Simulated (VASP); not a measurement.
Here is a VASP 6.6.1 calculation.

Contents of INCAR:

```
ALGO = Normal ; EDIFF = 1E-6
ENCUT = 520 ; GGA = PS
ISIF = 2 ; ISMEAR = 0
LASPH = T ; LCHARG = T
LELF = T ; LREAL = F
LVHAR = T ; LWAVE = F
NBANDS = 17 ; NELM = 100
PREC = Accurate ; SIGMA = 0.1
```

Contents of KPOINTS:

```
k-points
0
Gamma
  10 10 10
```

The input POSCAR:

```
PbS
1.0
    3.7108387634      0.0000000000      0.0000000000
    0.0000000000      3.7108387634      0.0000000000
    0.0000000000      0.0000000000      3.6560338784
Pb S
1 1
Direct
    0.0000000000      0.0000000000      0.0000000000
    0.5000000000      0.5000000000      0.5000000000
```

Potentials or basis: VASP PAW PBE potentials, release 64 (Pb_d, S).

Launch:

```bash
$ cat potpaw_PBE.64/Pb_d/POTCAR potpaw_PBE.64/S/POTCAR > POTCAR
$ mpirun -np 1 vasp_std > vasp.out
```

Question: Predict the pressure.

Answer: -4.9 GPa.

Question: What does it give for the band gap on the k mesh?

Answer: Zero (bands 10 and 11 overlap by 0.48 eV).

Stress tensor (GPa, compression positive):
```
-5.33  0.00  0.00
 0.00 -5.33  0.00
 0.00  0.00 -4.09
```

Caveat: the cell differs from its parent crystal (strained); the cell stands under tension; semilocal functionals underestimate gaps, and a narrow one can read as zero; the PAW data sets were made with another functional, which shifts forces and pressure a little; spin-orbit coupling is left out, which moves the levels of the heavy elements.
